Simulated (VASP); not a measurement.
Set up this calculation in VASP 6.6.1, as the native input.

```
Task                   : single point
Functional             : PBE
Potentials or basis    : VASP PAW PBE potentials, release 64 (Be, S)
Cutoff                 : 520 eV
k mesh                 : 14 × 14 × 14
Occupations            : gaussian, width 0.1 eV
Spin                   : no spin polarisation
Dipole correction      : no
Further INCAR settings : ALGO = Normal; EDIFF = 1e-06; NBANDS = 14
```

The structure of Be3S lies in POSCAR:

```
Be3S
1.0
    3.4763651113      0.0000000000      0.0000000000
    0.0000000000      3.4763651113      0.0000000000
    0.0000000000      0.0000000000      3.4763651113
Be S
3 1
Direct
    0.0000000000      0.5000000000      0.5000000000
    0.5000000000      0.0000000000      0.5000000000
    0.5000000000      0.5000000000      0.0000000000
    0.0000000000      0.0000000000      0.0000000000
```

These files were run (other wordings do the same):

INCAR

```
  PREC = Accurate
  ENCUT = 520
  EDIFF = 1E-6
  ISMEAR = 0
  SIGMA = 0.1
  LREAL = F
  LASPH = T
  NELM = 80
  ALGO = Normal
  ISIF = 2
  LWAVE = F
  LCHARG = F
  GGA = PE
  NBANDS = 14
```

KPOINTS

```
regular mesh
0
Gamma
  14 14 14
```

Potentials or basis: VASP PAW PBE potentials, release 64 (Be, S).

Launch:

```bash
$ cat potpaw_PBE.64/Be/POTCAR potpaw_PBE.64/S/POTCAR > POTCAR
$ mpirun -np 1 vasp_std > vasp.out
```

It gave:

| Item | Value |
| --- | --- |
| Pressure | 0.1 GPa |
| Band gap on the k mesh | zero (bands 6 and 7 overlap by 3.06 eV) |

Run time: 66 s on 1 thread of Intel Xeon 8259CL, with other jobs on the host, peak memory 0.19 GiB.
